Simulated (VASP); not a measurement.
# SrO (Fm-3m) in VASP: further runs

SrO is run at these levels: PBE, PBE0; tasks: single point.

All numbers are computed with VASP 6.6.1; they aren't measurements. Logs are shortened: lines on timing, memory, paths and dates and some standing lists are left out, and cuts for length are marked.

### Step 1. The cell of the first run

It takes space group Fm-3m (No. 225, cubic). The conventional cell has a = 5.133 Å, b = 5.133 Å, c = 5.133 Å, α = 90.00°, β = 90.00°, γ = 90.00°. Sr (site symmetry m-3m) has 6 O at 2.57 Å within 3.4 Å. O (site symmetry m-3m) has 6 Sr at 2.57 Å within 3.4 Å.

### Step 2. Single point, PBE

INCAR reads:

```
SYSTEM = SrO
PREC = Accurate ; ENCUT = 600
EDIFF = 1E-6 ; ISMEAR = -1
SIGMA = 0.02 ; LREAL = .False.
LASPH = .True. ; NELM = 120
ALGO = Normal ; ISIF = 2
LWAVE = .False. ; LCHARG = .True.
GGA = PE ; LELF = .True.
LVHAR = .True. ; NBANDS = 15
GGA_COMPAT = .False.
```

KPOINTS reads:

```
regular mesh
0
Gamma
  6 6 6
  0 0 0
```

POSCAR reads:

```
SrO
1.0
    0.0000000000      2.5663000000      2.5663000000
    2.5663000000      0.0000000000      2.5663000000
    2.5663000000      2.5663000000      0.0000000000
Sr O
1 1
Direct
    0.5000000000      0.5000000000      0.5000000000
    0.0000000000      0.0000000000      0.0000000000
```

Potentials or basis: VASP PAW PBE potentials, release 64 (Sr_sv, O).

The run is started by

```bash
$ cat potpaw_PBE.64/Sr_sv/POTCAR potpaw_PBE.64/O/POTCAR > POTCAR
$ mpirun -np 1 vasp_std > vasp.out
```

OUTCAR:

```text
SYSTEM = SrO
   PREC = Accurate
   ENCUT = 600
   EDIFF = 1E-6
   ISMEAR = -1
   LREAL = .False.
   LASPH = .True.
   NELM = 120
   ISIF = 2
   GGA = PE

 ion  position               nearest neighbor table
   1  0.500  0.500  0.500-   2 2.57   2 2.57   2 2.57   2 2.57   2 2.57   2 2.57
   2  0.000  0.000  0.000-   1 2.57   1 2.57   1 2.57   1 2.57   1 2.57   1 2.57

  LATTYP: Found a face centered cubic cell.
 ALAT       =     5.1326000000

  Lattice vectors:

 A1 = (   0.0000000000,   2.5663000000,   2.5663000000)
 A2 = (   2.5663000000,   0.0000000000,   2.5663000000)
 A3 = (   2.5663000000,   2.5663000000,   0.0000000000)

Analysis of symmetry for initial positions (statically):
=====================================================================
 Subroutine PRICEL returns:
 Original cell was already a primitive cell.

 Routine SETGRP: Setting up the symmetry group for a
 face centered cubic supercell.

 Subroutine GETGRP returns: Found 48 space group operations
[... 9 lines left out ...]

 Routine SETGRP: Setting up the symmetry group for a
 face centered cubic supercell.

 Subroutine GETGRP returns: Found 48 space group operations
[... 11 lines left out ...]
                                     Primitive cell

  volume of cell :      33.8028

  direct lattice vectors                    reciprocal lattice vectors
     0.000000000  2.566300000  2.566300000    -0.194833028  0.194833028  0.194833028
     2.566300000  0.000000000  2.566300000     0.194833028 -0.194833028  0.194833028
     2.566300000  2.566300000  0.000000000     0.194833028  0.194833028 -0.194833028

  length of vectors
     3.629296265  3.629296265  3.629296265     0.337460704  0.337460704  0.337460704

  position of ions in fractional coordinates (direct lattice)
     0.500000000  0.500000000  0.500000000
     0.000000000  0.000000000  0.000000000

  ion indices of the primitive-cell ions
   primitive index   ion index
                 1           1
                 2           2

----------------------------------------------------------------------------------------

 KPOINTS: regular mesh

Automatic generation of k-mesh.
 Grid dimensions read from file:
 generate k-points for:    6    6    6

 Generating k-lattice:

  Cartesian coordinates                     Fractional coordinates (reciprocal lattice)
    -0.032472171  0.032472171  0.032472171     0.166666667  0.000000000  0.000000000
     0.032472171 -0.032472171  0.032472171     0.000000000  0.166666667  0.000000000
     0.032472171  0.032472171 -0.032472171     0.000000000  0.000000000  0.166666667

  Length of vectors
     0.056243451  0.056243451  0.056243451

  Shift w.r.t. Gamma in fractional coordinates (k-lattice)
     0.000000000  0.000000000  0.000000000

 Subroutine IBZKPT returns following result:
 ===========================================

 Found     16 irreducible k-points:

 Following reciprocal coordinates:
            Coordinates               Weight
  0.000000  0.000000  0.000000      1.000000
  0.166667  0.000000  0.000000      8.000000
  0.333333  0.000000  0.000000      8.000000
  0.500000  0.000000  0.000000      4.000000
  0.166667  0.166667  0.000000      6.000000
  0.333333  0.166667  0.000000     24.000000
[... 8 lines left out ...]
 -0.333333  0.333333  0.166667     24.000000
 -0.333333  0.500000  0.166667     12.000000
   k-points           NKPTS =     16   k-points in BZ     NKDIM =     16   number of bands    NBANDS=     15
   number of dos      NEDOS =    301   number of ions     NIONS =      2
   total plane-waves  NPLWV =  27000
   dimension x,y,z NGX =    30 NGY =   30 NGZ =   30
   dimension x,y,z NGXF=    60 NGYF=   60 NGZF=   60
   ions per type =               1   1
   NGX,Y,Z   is equivalent  to a cutoff of  13.74, 13.74, 13.74 a.u.
   NGXF,Y,Z  is equivalent  to a cutoff of  27.48, 27.48, 27.48 a.u.
 SYSTEM =  SrO
   PREC   = accura    normal or accurate (medium, high low for compatibility)
   ISTART =      0    job   : 0-new  1-cont  2-samecut
   ICHARG =      2    charge: 1-file 2-atom 10-const
   ISPIN  =      1    spin polarized calculation?
   LNONCOLLINEAR =      F non collinear calculations
   LSORBIT =      F    spin-orbit coupling
   LASPH  =      T    aspherical Exc in radial PAW
   ENCUT  =  600.0 eV  44.10 Ry    6.64 a.u.   7.25  7.25  7.25*2*pi/ulx,y,z
   NELM   =    120;   NELMIN=  2; NELMDL= -5     # of ELM steps
   EDIFF  = 0.1E-05   stopping-criterion for ELM
   LREAL  =      F    real-space projection
   EDIFFG = 0.1E-04   stopping-criterion for IOM
   NSW    =      0    number of steps for IOM
   IBRION =     -1    ionic relax: 0-MD 1-quasi-New 2-CG
   NFREE  =      0    steps in history (QN), initial steepest desc. (CG)
   ISIF   =      2    stress and relaxation
   ISYM   =      2    0-nonsym 1-usesym 2-fastsym
   POTIM  = 0.5000    time-step for ionic-motion
   TEBEG  =    0.0;   TEEND  =   0.0 temperature during run
   PSTRESS=    0.0 pullay stress
   NELECT =      16.0000    total number of electrons
   NUPDOWN=      -1.0000    fix difference up-down
   EMIN   =  10.00;   EMAX   =-10.00  energy-range for DOS
   EFERMI =   0.00;   METHOD = LEGACY
   ISMEAR =    -1;   SIGMA  =   0.02  broadening in eV -4-tet -1-fermi 0-gaus
   EFERMI_NEDOS =   21; number of points for ismear=-14 and -15
   IALGO  =     38    algorithm
   IMIX   =      4    mixing-type and parameters
     AMIX     =   0.40;   BMIX     =  1.00
     AMIX_MAG =   1.60;   BMIX_MAG =  1.00
  volume/ion in A,a.u.               =      16.90       114.06
  Fermi-wavevector in a.u.,A,eV,Ry     =   1.275843  2.410995 22.147245  1.627777
  Thomas-Fermi vector in A             =   2.408533
   LORBIT       =      0    0 simple, 1 ext, 2 COOP (PROOUT), +10 PAW based schemes
   GGA     = PE    functional components
   LHFCALC =     F    Hartree Fock is set to
   AEXX    =    0.0000 exact exchange contribution
   IVDW    =     0    specifies the selected vdW correction
   LEPSILON=     F    determine dielectric tensor
   LRPA    =     F    only Hartree local field effects (RPA)
 non-spin polarized calculation
  energy-cutoff  :      600.00
  volume of cell :       33.80
 maximum number of plane-waves:      1158
 NGX is ok and might be reduce to    30
   NGX = 15   NGY = 15   NGZ = 15

 number of electron      15.9999997 magnetization

 Free energy of the ion-electron system (eV)
  ---------------------------------------------------
  ext. energy  EPLUGINS =         0.00000000
  ---------------------------------------------------
  free energy    TOTEN  =       -12.03867883 eV

  energy without entropy =      -12.03867883  energy(sigma->0) =      -12.03867883

 E-fermi :   2.1372     XC(G=0): -10.0521

 val. band max:        1.6883703953   @ k =   0.0000   0.0000   0.0000
 cond. band min:       4.9508852659   @ k =   0.5000   0.5000   0.0000
 fundamental gap:      3.2625148706
 Fermi energy:         2.1371988090

 k-point     1 :       0.0000    0.0000    0.0000
  band No.  band energies     occupation
      1     -30.6809      2.00000
      2     -13.4087      2.00000
      3     -12.3130      2.00000
      4     -12.3130      2.00000
      5     -12.3130      2.00000
      6       1.6884      2.00000
      7       1.6884      2.00000
      8       1.6884      2.00000
      9       5.7118      0.00000
     10       7.9119      0.00000
     11       7.9119      0.00000
     12       7.9119      0.00000
     13      10.0915      0.00000
     14      10.0915      0.00000
     15      14.4285      0.00000

 k-point     2 :       0.1667    0.0000    0.0000
  band No.  band energies     occupation
      1     -30.6461      2.00000
      2     -13.9715      2.00000
      3     -12.3341      2.00000
      4     -12.3341      2.00000
      5     -11.8357      2.00000
      6       0.9644      2.00000
      7       1.3567      2.00000
      8       1.3567      2.00000
      9       6.8655      0.00000
     10       7.7140      0.00000
     11       8.4491      0.00000
     12       8.4491      0.00000
     13      10.7951      0.00000
     14      10.7951      0.00000
     15      16.0916      0.00000

 k-point     3 :       0.3333    0.0000    0.0000
  band No.  band energies     occupation
      1     -30.5752      2.00000
      2     -14.6660      2.00000
      3     -12.3753      2.00000
      4     -12.3753      2.00000
      5     -11.3128      2.00000
      6      -0.0684      2.00000
      7       0.7895      2.00000
      8       0.7895      2.00000
      9       7.8997      0.00000
     10       9.0159      0.00000
     11       9.7503      0.00000
     12       9.7503      0.00000
     13      12.3721      0.00000
     14      12.3721      0.00000
     15      17.6182      0.00000

 k-point     4 :       0.5000    0.0000    0.0000
  band No.  band energies     occupation
      1     -30.5392      2.00000
      2     -14.9410      2.00000
      3     -12.3956      2.00000
      4     -12.3956      2.00000
      5     -11.1236      2.00000
      6      -0.4920      2.00000
      7       0.5404      2.00000
      8       0.5404      2.00000
      9       8.2650      0.00000
     10      10.1907      0.00000
     11      10.5674      0.00000
     12      10.5674      0.00000
     13      13.6562      0.00000
     14      13.6562      0.00000
     15      16.5586      0.00000
[... 163 lines left out ...]
 k-point    14 :       0.5000    0.3333    0.1667
  band No.  band energies     occupation
      1     -30.5305      2.00000
      2     -14.4124      2.00000
      3     -12.7370      2.00000
      4     -12.5660      2.00000
      5     -11.6552      2.00000
      6       0.3460      2.00000
      7       0.8530      2.00000
      8       1.3294      2.00000
      9       6.7518      0.00000
     10       8.9566      0.00000
     11      10.5303      0.00000
     12      11.1529      0.00000
     13      12.5400      0.00000
     14      13.8321      0.00000
     15      16.1129      0.00000

 k-point    15 :      -0.3333    0.3333    0.1667
  band No.  band energies     occupation
      1     -30.5072      2.00000
      2     -14.3999      2.00000
      3     -12.8540      2.00000
      4     -12.7071      2.00000
      5     -11.6252      2.00000
      6       0.3537      2.00000
      7       1.0137      2.00000
      8       1.0774      2.00000
      9       7.9157      0.00000
     10       8.0431      0.00000
     11      10.7170      0.00000
     12      11.8266      0.00000
     13      13.1878      0.00000
     14      14.7465      0.00000
     15      15.4614      0.00000

 k-point    16 :      -0.3333    0.5000    0.1667
  band No.  band energies     occupation
      1     -30.4969      2.00000
      2     -13.9719      2.00000
      3     -13.1436      2.00000
      4     -12.8430      2.00000
      5     -11.9139      2.00000
      6       0.7989      2.00000
      7       1.2343      2.00000
      8       1.3536      2.00000
      9       6.3424      0.00000
     10       9.2980      0.00000
     11      10.1903      0.00000
     12      12.7343      0.00000
     13      12.8376      0.00000
     14      14.7331      0.00000
     15      15.2418      0.00000

------------------------ aborting loop because EDIFF is reached ----------------------------------------

  FORCE on cell =-STRESS in cart. coord.  units (eV):
  Direction    XX          YY          ZZ          XY          YZ          ZX
  --------------------------------------------------------------------------------------
  -------------------------------------------------------------------------------------
  Total        0.8085631      0.8085631      0.8085631      0.0000000      0.0000000     -0.0000000
  in kB       38.3241234     38.3241234     38.3241234      0.0000000      0.0000000     -0.0000000
  external PRESSURE =      38.3241234 kB  Pullay stress =       0.0000000 kB

 VOLUME and BASIS-vectors are now :
 -----------------------------------------------------------------------------
  energy-cutoff  :      600.00
  volume of cell :       33.80
      direct lattice vectors                 reciprocal lattice vectors
     0.000000000  2.566300000  2.566300000    -0.194833028  0.194833028  0.194833028
     2.566300000  0.000000000  2.566300000     0.194833028 -0.194833028  0.194833028
     2.566300000  2.566300000  0.000000000     0.194833028  0.194833028 -0.194833028

 POSITION                                       TOTAL-FORCE (eV/Angst)
 -----------------------------------------------------------------------------------
      2.56630      2.56630      2.56630         0.000000      0.000000     -0.000000
      0.00000      0.00000      0.00000         0.000000     -0.000000      0.000000
 -----------------------------------------------------------------------------------
    total drift:                               -0.000000      0.000000      0.000000

  FREE ENERGIE OF THE ION-ELECTRON SYSTEM (eV)
  ---------------------------------------------------
  free  energy   TOTEN  =       -12.0386788350 eV

  energy  without entropy=      -12.0386788350  energy(sigma->0) =      -12.03867883
```

Wall time 23 s (1 thread of Intel Xeon 8259CL, shared host); peak memory 0.17 GiB.

Results:

| Property | Result |
| --- | --- |
| Free energy | -12.0387 eV |
| Pressure | 3.8 GPa |
| Band gap on the k mesh | 3.26 eV, indirect (least direct gap 3.35 eV) |

A k mesh can miss the band edges. As with any semilocal functional, this PBE gap is likely too small.

### Step 3. Single point, PBE0

POSCAR is that of step 2.

INCAR.step1 reads:

```
PREC = Accurate ; ENCUT = 520
EDIFF = 1E-5 ; ISMEAR = -1
SIGMA = 0.05 ; LREAL = F
LASPH = T ; NELM = 60
ALGO = Normal ; ISIF = 2
LWAVE = T ; LCHARG = F
NBANDS = 15 ; GGA = PE
```

INCAR.step2 reads:

```
PREC = Accurate ; ENCUT = 520
EDIFF = 1E-6 ; ISMEAR = -1
SIGMA = 0.05 ; LREAL = F
LASPH = T ; NELM = 60
ALGO = Normal ; ISIF = 2
LWAVE = F ; LCHARG = F
GGA = PE ; LHFCALC = T
AEXX = 0.25 ; PRECFOCK = Normal
NBANDS = 15 ; ISTART = 1
```

KPOINTS reads:

```
regular mesh
0
Gamma
  5 5 5
```

Potentials or basis: VASP PAW PBE potentials, release 64 (Sr_sv, O).

The run is started by

```bash
$ cat potpaw_PBE.64/Sr_sv/POTCAR potpaw_PBE.64/O/POTCAR > POTCAR
$ cp INCAR.step1 INCAR
$ mpirun -np 1 vasp_std > vasp.out
$ cp INCAR.step2 INCAR
$ mpirun -np 1 vasp_std > vasp.out
```

Wall time 21 min (1 thread of AMD EPYC 7R13 (Zen 3), shared host); peak memory 0.15 GiB.

Results (log left out):

```yaml
Free_energy: -14.7715 eV
Pressure: 1.6 GPa
Band_gap_on_the_k_mesh: 5.69 eV, indirect (least direct gap 5.81 eV)
```

Levels at points of the mesh, in eV from the valence-band top:
```
           k point  band 6  band 7  band 8  band 9  band 10  band 11
(0.00, 0.00, 0.00)    0.00    0.00    0.00    6.24     8.66     8.66
```

Caveat: the k points lie up to 0.42 Å⁻¹ apart; the PAW data sets were made with another functional, which shifts forces and pressure a little. A k mesh can miss the band edges.
